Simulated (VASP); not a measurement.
# NaCl (Pm-3m) in VASP: a series of runs

NaCl is run at these levels: PBE-based screened hybrid; tasks: single point.

Program: VASP 6.6.1. These are calculated values, not measurements. Logs are shortened: lines on timing, memory, paths and dates and some standing lists are left out, and cuts for length are marked.

### Step 1. The cell of the first run

The structure is cubic, space group Pm-3m (No. 221). Conventional cell: a = 3.460 Å, b = 3.460 Å, c = 3.460 Å, α = 90.00°, β = 90.00°, γ = 90.00°. Na (site symmetry m-3m) has 8 Cl at 3.00 Å and 6 Na at 3.46 Å within 3.9 Å. Within 3.9 Å of Cl (site symmetry m-3m) lie 8 Na at 3.00 Å and 6 Cl at 3.46 Å.

### Step 2. Single point, PBE-based screened hybrid

Contents of POSCAR:

```
NaCl
1.0
    3.4595458397      0.0000000000      0.0000000000
    0.0000000000      3.4595458397      0.0000000000
    0.0000000000      0.0000000000      3.4595458397
Na Cl
1 1
Direct
    0.0000000000      0.0000000000      0.0000000000
    0.5000000000      0.5000000000      0.5000000000
```

Contents of INCAR.step1:

```
SYSTEM = NaCl
ALGO = Normal ; EDIFF = 1E-5
ENCUT = 520 ; GGA = PE
ISIF = 2 ; ISMEAR = 0
LASPH = .TRUE. ; LCHARG = .FALSE.
LREAL = .FALSE. ; LWAVE = .TRUE.
NBANDS = 14 ; NELM = 100
PREC = Accurate ; SIGMA = 0.01
```

Contents of INCAR.step2:

```
SYSTEM = NaCl
AEXX = 0.3 ; ALGO = Normal
EDIFF = 1E-6 ; ENCUT = 520
GGA = PE ; HFSCREEN = 0.2078
ISIF = 2 ; ISMEAR = 0
ISTART = 1 ; LASPH = .TRUE.
LCHARG = .FALSE. ; LHFCALC = .TRUE.
LREAL = .FALSE. ; LWAVE = .FALSE.
NBANDS = 14 ; NELM = 100
PREC = Accurate ; PRECFOCK = Normal
SIGMA = 0.01
```

Contents of KPOINTS:

```
k-points
0
G
  4 4 4
  0 0 0
```

Potentials or basis: VASP PAW PBE potentials, release 64 (Na_pv, Cl).

The run is started by

```bash
$ cat potpaw_PBE.64/Na_pv/POTCAR potpaw_PBE.64/Cl/POTCAR > POTCAR
$ cp INCAR.step1 INCAR
$ mpirun -np 1 vasp_std > vasp.out
$ cp INCAR.step2 INCAR
$ mpirun -np 1 vasp_std > vasp.out
```

OUTCAR:

```text
SYSTEM = NaCl
   AEXX = 0.3
   EDIFF = 1E-6
   ENCUT = 520
   GGA = PE
   HFSCREEN = 0.2078
   ISIF = 2
   ISMEAR = 0
   ISTART = 1
   LASPH = .TRUE.
   LHFCALC = .TRUE.
   LREAL = .FALSE.
   NELM = 100
   PREC = Accurate
   PRECFOCK = Normal

 ion  position               nearest neighbor table
   1  0.000  0.000  0.000-
   2  0.500  0.500  0.500-

  LATTYP: Found a simple cubic cell.
 ALAT       =     3.4595458397

  Lattice vectors:

 A1 = (   3.4595458397,   0.0000000000,   0.0000000000)
 A2 = (   0.0000000000,   3.4595458397,   0.0000000000)
 A3 = (   0.0000000000,   0.0000000000,   3.4595458397)

Analysis of symmetry for initial positions (statically):
=====================================================================
 Subroutine PRICEL returns:
 Original cell was already a primitive cell.

 Routine SETGRP: Setting up the symmetry group for a
 simple cubic supercell.

 Subroutine GETGRP returns: Found 48 space group operations
 (whereof 48 operations were pure point group operations)
 out of a pool of 48 trial point group operations.

The static configuration has the point symmetry O_h .

Analysis of symmetry for dynamics (positions and initial velocities):
=====================================================================
 Subroutine PRICEL returns:
 Original cell was already a primitive cell.

 Routine SETGRP: Setting up the symmetry group for a
 simple cubic supercell.

 Subroutine GETGRP returns: Found 48 space group operations
 (whereof 48 operations were pure point group operations)
 out of a pool of 48 trial point group operations.

The dynamic configuration has the point symmetry O_h .

 Subroutine INISYM returns: Found 48 space group operations
 (whereof 48 operations are pure point group operations),
 and found     1 'primitive' translations

----------------------------------------------------------------------------------------

                                     Primitive cell

  volume of cell :      41.4054

  direct lattice vectors                    reciprocal lattice vectors
     3.459545840  0.000000000  0.000000000     0.289055282  0.000000000  0.000000000
     0.000000000  3.459545840  0.000000000     0.000000000  0.289055282  0.000000000
     0.000000000  0.000000000  3.459545840     0.000000000  0.000000000  0.289055282

  length of vectors
     3.459545840  3.459545840  3.459545840     0.289055282  0.289055282  0.289055282

  position of ions in fractional coordinates (direct lattice)
     0.000000000  0.000000000  0.000000000
     0.500000000  0.500000000  0.500000000

  ion indices of the primitive-cell ions
   primitive index   ion index
                 1           1
                 2           2

----------------------------------------------------------------------------------------

 KPOINTS: k-points

Automatic generation of k-mesh.
 Grid dimensions read from file:
 generate k-points for:    4    4    4

 Generating k-lattice:

  Cartesian coordinates                     Fractional coordinates (reciprocal lattice)
     0.072263821  0.000000000  0.000000000     0.250000000  0.000000000  0.000000000
     0.000000000  0.072263821  0.000000000     0.000000000  0.250000000  0.000000000
     0.000000000  0.000000000  0.072263821     0.000000000  0.000000000  0.250000000

  Length of vectors
     0.072263821  0.072263821  0.072263821

  Shift w.r.t. Gamma in fractional coordinates (k-lattice)
     0.000000000  0.000000000  0.000000000

 Subroutine IBZKPT returns following result:
 ===========================================

 Found     10 irreducible k-points:

 Following reciprocal coordinates:
            Coordinates               Weight
  0.000000  0.000000  0.000000      1.000000
  0.250000  0.000000  0.000000      6.000000
  0.500000  0.000000  0.000000      3.000000
  0.250000  0.250000  0.000000     12.000000
  0.500000  0.250000  0.000000     12.000000
  0.500000  0.500000  0.000000      3.000000
  0.250000  0.250000  0.250000      8.000000
  0.500000  0.250000  0.250000     12.000000
  0.500000  0.500000  0.250000      6.000000
  0.500000  0.500000  0.500000      1.000000
   k-points           NKPTS =     10   k-points in BZ     NKDIM =     64   number of bands    NBANDS=     14
   number of dos      NEDOS =    301   number of ions     NIONS =      2
   total plane-waves  NPLWV =  21952
   dimension x,y,z NGX =    28 NGY =   28 NGZ =   28
   dimension x,y,z NGXF=    56 NGYF=   56 NGZF=   56
   ions per type =               1   1
   NGX,Y,Z   is equivalent  to a cutoff of  13.46, 13.46, 13.46 a.u.
   NGXF,Y,Z  is equivalent  to a cutoff of  26.91, 26.91, 26.91 a.u.
 SYSTEM =  NaCl
   PREC   = accura    normal or accurate (medium, high low for compatibility)
   ISTART =      1    job   : 0-new  1-cont  2-samecut
   ICHARG =      0    charge: 1-file 2-atom 10-const
   ISPIN  =      1    spin polarized calculation?
   LNONCOLLINEAR =      F non collinear calculations
   LSORBIT =      F    spin-orbit coupling
   LASPH  =      T    aspherical Exc in radial PAW
   ENCUT  =  520.0 eV  38.22 Ry    6.18 a.u.   6.43  6.43  6.43*2*pi/ulx,y,z
   NELM   =    100;   NELMIN=  2; NELMDL=  0     # of ELM steps
   EDIFF  = 0.1E-05   stopping-criterion for ELM
   LREAL  =      F    real-space projection
   EDIFFG = 0.1E-04   stopping-criterion for IOM
   NSW    =      0    number of steps for IOM
   IBRION =     -1    ionic relax: 0-MD 1-quasi-New 2-CG
   NFREE  =      0    steps in history (QN), initial steepest desc. (CG)
   ISIF   =      2    stress and relaxation
   ISYM   =      3    0-nonsym 1-usesym 2-fastsym
   POTIM  = 0.5000    time-step for ionic-motion
   TEBEG  =    0.0;   TEEND  =   0.0 temperature during run
   PSTRESS=    0.0 pullay stress
   NELECT =      14.0000    total number of electrons
   NUPDOWN=      -1.0000    fix difference up-down
   EMIN   =  10.00;   EMAX   =-10.00  energy-range for DOS
   EFERMI =   0.00;   METHOD = LEGACY
   ISMEAR =     0;   SIGMA  =   0.01  broadening in eV -4-tet -1-fermi 0-gaus
   EFERMI_NEDOS =   21; number of points for ismear=-14 and -15
   IALGO  =     38    algorithm
   IMIX   =      1    mixing-type and parameters
     AMIX     =   0.40;   BMIX     =  1.00
     AMIX_MAG =   1.60;   BMIX_MAG =  1.00
  volume/ion in A,a.u.               =      20.70       139.71
  Fermi-wavevector in a.u.,A,eV,Ry     =   1.140508  2.155248 17.697901  1.300759
  Thomas-Fermi vector in A             =   2.277210
   LORBIT       =      0    0 simple, 1 ext, 2 COOP (PROOUT), +10 PAW based schemes
   GGA     = PE    functional components
   LHFCALC =     T    Hartree Fock is set to
   PRECFOCK=normal    Normal, Fast or Accurate (Low or Medium for compatibility)
   ENCUT4O =  -1.0   cutoff for four orbital integrals eV
   NKREDX  =     1    reduce k-point grid by
   NKREDY  =     1    reduce k-point grid by
   NKREDZ  =     1    reduce k-point grid by
   AEXX    =    0.3000 exact exchange contribution
   HFSCREEN=    0.2078 screening length (either q_TF or 0.3 A-1)
   HFSCREENC=   0.2078 screening length for correlation (either q_TF or 0.3 A-1)
   ENCUTFOCK=  -1.0 apply spherical cutoff to Coloumb kernel
   IVDW    =     0    specifies the selected vdW correction
   LEPSILON=     F    determine dielectric tensor
   LRPA    =     F    only Hartree local field effects (RPA)
 non-spin polarized calculation
 Gauss-broadening in eV      SIGMA  =   0.01
  energy-cutoff  :      520.00
  volume of cell :       41.41
 maximum number of plane-waves:      1141
 NGX is ok and might be reduce to    28
  NGX = 20; NGY = 20; NGZ = 20

 number of electron      13.9999999 magnetization

 Free energy of the ion-electron system (eV)
  ---------------------------------------------------
  ext. energy  EPLUGINS =         0.00000000
  ---------------------------------------------------
  free energy    TOTEN  =        -7.77274141 eV

  energy without entropy =       -7.77274141  energy(sigma->0) =       -7.77274141

 E-fermi :  -0.3575     XC(G=0):  -6.8396

 val. band max:       -0.4250700289   @ k =   0.5000   0.5000   0.0000
 cond. band min:       5.2684500861   @ k =   0.0000   0.0000   0.0000
 fundamental gap:      5.6935201150
 Fermi energy:        -0.3575064331

 k-point     1 :       0.0000    0.0000    0.0000
  band No.  band energies     occupation
      1     -25.0530      2.00000
      2     -25.0530      2.00000
      3     -25.0530      2.00000
      4     -15.4419      2.00000
      5      -0.9985      2.00000
      6      -0.9985      2.00000
      7      -0.9985      2.00000
      8       5.2685      0.00000
      9       9.7354      0.00000
     10       9.7354      0.00000
     11      17.6887      0.00000
     12      17.7551      0.00000
     13      17.7628      0.00000
     14      17.7682      0.00000

 k-point     2 :       0.2500    0.0000    0.0000
  band No.  band energies     occupation
      1     -25.0747      2.00000
      2     -25.0509      2.00000
      3     -25.0509      2.00000
      4     -15.2358      2.00000
      5      -2.5844      2.00000
      6      -0.8656      2.00000
      7      -0.8656      2.00000
      8       6.6776      0.00000
      9      10.4550      0.00000
     10      10.8101      0.00000
     11      14.6837      0.00000
     12      14.6837      0.00000
     13      16.9472      0.00000
     14      17.2583      0.00000
[... 105 lines left out ...]
      1     -25.0830      2.00000
      2     -25.0830      2.00000
      3     -25.0626      2.00000
      4     -14.5302      2.00000
      5      -2.8175      2.00000
      6      -2.8175      2.00000
      7      -1.6013      2.00000
      8       7.3381      0.00000
      9       9.7585      0.00000
     10       9.7585      0.00000
     11      14.0281      0.00000
     12      15.7418      0.00000
     13      16.9000      0.00000
     14      16.9000      0.00000

 k-point    10 :       0.5000    0.5000    0.5000
  band No.  band energies     occupation
      1     -25.0797      2.00000
      2     -25.0797      2.00000
      3     -25.0797      2.00000
      4     -14.3598      2.00000
      5      -2.5726      2.00000
      6      -2.5726      2.00000
      7      -2.5726      2.00000
      8       8.2808      0.00000
      9       8.2808      0.00000
     10       8.2808      0.00000
     11      13.4728      0.00000
     12      17.9700      0.00000
     13      17.9700      0.00000
     14      17.9700      0.00000

------------------------ aborting loop because EDIFF is reached ----------------------------------------

  FORCE on cell =-STRESS in cart. coord.  units (eV):
  Direction    XX          YY          ZZ          XY          YZ          ZX
  --------------------------------------------------------------------------------------
  -------------------------------------------------------------------------------------
  Total        0.1374319      0.1374319      0.1374319      0.0000000     -0.0000000      0.0000000
  in kB        5.3179104      5.3179104      5.3179104      0.0000000     -0.0000000      0.0000000
  external PRESSURE =       5.3179104 kB  Pullay stress =       0.0000000 kB

 VOLUME and BASIS-vectors are now :
 -----------------------------------------------------------------------------
  energy-cutoff  :      520.00
  volume of cell :       41.41
      direct lattice vectors                 reciprocal lattice vectors
     3.459545840  0.000000000  0.000000000     0.289055282  0.000000000  0.000000000
     0.000000000  3.459545840  0.000000000     0.000000000  0.289055282  0.000000000
     0.000000000  0.000000000  3.459545840     0.000000000  0.000000000  0.289055282

 POSITION                                       TOTAL-FORCE (eV/Angst)
 -----------------------------------------------------------------------------------
      0.00000      0.00000      0.00000         0.000000      0.000000      0.000000
      1.72977      1.72977      1.72977         0.000000      0.000000      0.000000
 -----------------------------------------------------------------------------------
    total drift:                                0.000004      0.000001      0.000004

  FREE ENERGIE OF THE ION-ELECTRON SYSTEM (eV)
  ---------------------------------------------------
  free  energy   TOTEN  =        -7.7727414111 eV

  energy  without entropy=       -7.7727414111  energy(sigma->0) =       -7.77274141
```

It took 1.9 min on 1 thread of AMD EPYC 7R13 (Zen 3), shared host; peak memory 0.22 GiB.

Results:

* Free energy: -7.7727 eV
* Pressure: 0.5 GPa
* Band gap on the k mesh: 5.69 eV, indirect (least direct gap 6.27 eV)

Caveat: the k points lie up to 0.45 Å⁻¹ apart; the PAW data sets were made with another functional, which shifts forces and pressure a little.

(Part 1 of 2 ends here.)
